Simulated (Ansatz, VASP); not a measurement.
## Sc2Al in VASP and in Ansatz

The input INCAR:

```
PREC = Accurate
ENCUT = 520
EDIFF = 1E-8
ISMEAR = -1
SIGMA = 0.15
LREAL = F
LASPH = T
NELM = 100
ALGO = Fast
ISIF = 2
LWAVE = F
LCHARG = F
GGA = CA
LEFG = T
NBANDS = 34
```

The input KPOINTS:

```
Automatic mesh
0
Gamma
  12 12 6
```

The input POSCAR:

```
Sc2Al
1.0
    4.7952771199      0.0000000000      0.0000000000
   -2.3976385599      4.1528318040      0.0000000000
    0.0000000000      0.0000000000      6.0131978033
Sc Al
4 2
Direct
    0.0000000000      0.0000000000      0.0000000000
    0.0000000000      0.0000000000      0.5000000000
    0.3333333333      0.6666666667      0.7500000000
    0.6666666667      0.3333333333      0.2500000000
    0.3333333333      0.6666666667      0.2500000000
    0.6666666667      0.3333333333      0.7500000000
```

Input for Ansatz:

```yaml
crystal:
  lattice:
    - [4.7952771199, 0.0, 0.0]
    - [-2.3976385599, 4.152831804, 0.0]
    - [0.0, 0.0, 6.0131978033]
  atoms:
    - { symbol: Sc, position: [0.0, 0.0, 0.0] }
    - { symbol: Sc, position: [0.0, 0.0, 0.5] }
    - { symbol: Sc, position: [0.3333333333, 0.6666666667, 0.75] }
    - { symbol: Sc, position: [0.6666666667, 0.3333333333, 0.25] }
    - { symbol: Al, position: [0.3333333333, 0.6666666667, 0.25] }
    - { symbol: Al, position: [0.6666666667, 0.3333333333, 0.75] }
basis:
  ecutwfc: 420
kpoints:
  mp_grid: { grid: [12, 12, 6] }
hamiltonian:
  xc: lda
scf:
  occupations: { method: fermi_dirac, width: 0.15 }
output:
  forces: true
  stress: true
  eigenvalues: true
  efg: {}
checkpoint:
  read: start.run
  write: ck
  compress: false
  write_wavefunctions: false
  write_every: 100000
```

Alike in both runs: task electric field gradients; functional LDA; k mesh 12 × 12 × 6; occupations fermi-dirac, width 0.15 eV; no spin polarisation.

|  | VASP | Ansatz |
| --- | --- | --- |
| version | VASP 6.6.1 | Ansatz 0.2.0 |
| potentials or method | VASP PAW LDA potentials, release 64 (Sc_sv, Al), cutoff 520 eV | scalar-relativistic, plane waves, PAW |
| valence electrons in the cell | 50 | 50 |

```tsv
	VASP	Ansatz	Ansatz less VASP
gap on the k mesh at the Fermi level (eV)	none	none	-
pressure (GPa)	0.2	0.0	-0.16
size of Vzz on the site where it differs most (V/Å²)	5.2	3.4	-1.79
```

LDA's correlation is that of Perdew and Zunger in VASP and of Perdew and Wang (1992) in Ansatz. A gap of «none» marks a metal or a gap that the smearing closes.
